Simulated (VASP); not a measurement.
Set up this calculation in VASP 6.6.1, as the native input.

```yaml
Task: single point
Functional: PBE
Potentials_or_basis: VASP PAW PBE potentials, release 64 (Ga_d, Sn_d, H)
Cutoff: 520 eV
k_mesh: 4 × 4 × 4
Occupations: gaussian, width 0.1 eV
Spin: no spin polarisation
Dipole_correction: no
Further_INCAR_settings: ALGO = Normal; EDIFF = 1e-06; NBANDS = 33
```

The structure of Ga2SnH6 lies in POSCAR:

```
Ga2SnH6
1.0
    0.0000000000      4.0880668500      4.0880668500
    4.0880668500      0.0000000000      4.0880668500
    4.0880668500      4.0880668500      0.0000000000
Ga Sn H
2 1 6
Direct
    0.7500000000      0.7500000000      0.7500000000
    0.2500000000      0.2500000000      0.2500000000
    0.0000000000      0.0000000000      0.0000000000
    0.5000000000      0.0000000000      0.0000000000
    0.0000000000      0.5000000000      0.0000000000
    0.0000000000      0.0000000000      0.5000000000
    0.0000000000      0.5000000000      0.5000000000
    0.5000000000      0.0000000000      0.5000000000
    0.5000000000      0.5000000000      0.0000000000
```

One way to write it, as run:

INCAR

```
SYSTEM = Ga2SnH6
ALGO = Normal
EDIFF = 1E-6
ENCUT = 520
GGA = PE
ISIF = 2
ISMEAR = 0
LASPH = .True.
LCHARG = .False.
LREAL = .False.
LWAVE = .False.
NBANDS = 33
NELM = 80
PREC = Accurate
SIGMA = 0.1
```

KPOINTS

```
k-points
0
Gamma
  4 4 4
  0 0 0
```

Potentials or basis: VASP PAW PBE potentials, release 64 (Ga_d, Sn_d, H).

Run with:

```console
$ cat potpaw_PBE.64/Ga_d/POTCAR potpaw_PBE.64/Sn_d/POTCAR potpaw_PBE.64/H/POTCAR > POTCAR
$ mpirun -np 1 vasp_std > vasp.out
```

Results of the run:

The pressure is -8.0 GPa and the band gap on the k mesh is zero (bands 23 and 24 overlap by 2.21 eV).

Caveat: the cell stands under tension; spin-orbit coupling is left out, which moves the levels of the heavy elements.

Wall time 48 s on 1 thread of Intel(R) Xeon(R) 6975P-C (Granite Rapids) (shared host), peak memory 0.32 GiB.
